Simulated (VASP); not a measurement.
Write the native input for VASP 6.6.1 that does the following.

```yaml
Task: single point
Functional: PBE
Potentials_or_basis: VASP PAW PBE potentials, release 64 (Ga_d, N)
Cutoff: 520 eV
k_mesh: 4 × 4 × 4
Occupations: gaussian, width 0.1 eV
Spin: no spin polarisation
Dipole_correction: no
Further_INCAR_settings: ALGO = Normal; EDIFF = 1e-07; NBANDS = 32
```

The structure of Ga3N2 lies in POSCAR:

```
Ga3N2
1.0
    4.4626497000      0.0000000000      0.0000000000
    0.0000000000      4.4626497000      0.0000000000
    0.0000000000      0.0000000000      4.4626497000
Ga N
3 2
Direct
    0.0000000000      0.5000000000      0.5000000000
    0.5000000000      0.0000000000      0.5000000000
    0.5000000000      0.5000000000      0.0000000000
    0.0000000000      0.0000000000      0.0000000000
    0.5000000000      0.5000000000      0.5000000000
```

These files were run (other wordings do the same):

INCAR

```
  ALGO = Normal
  EDIFF = 1E-7
  ENCUT = 520
  GGA = PE
  ISIF = 2
  ISMEAR = 0
  LASPH = True
  LCHARG = False
  LREAL = False
  LWAVE = False
  NBANDS = 32
  NELM = 100
  PREC = Accurate
  SIGMA = 0.1
```

KPOINTS

```
k-points
0
Gamma
  4 4 4
```

Potentials or basis: VASP PAW PBE potentials, release 64 (Ga_d, N).

The run is started by

```console
$ cat potpaw_PBE.64/Ga_d/POTCAR potpaw_PBE.64/N/POTCAR > POTCAR
$ mpirun -np 1 vasp_std > vasp.out
```

It gave:

```
Pressure : -9.0 GPa
```

Run time: 40 s on 1 thread of Intel(R) Xeon(R) Platinum 8259CL CPU @ 2.50GHz (Skylake/Cascade Lake), with other jobs on the host, peak memory 0.2 GiB.
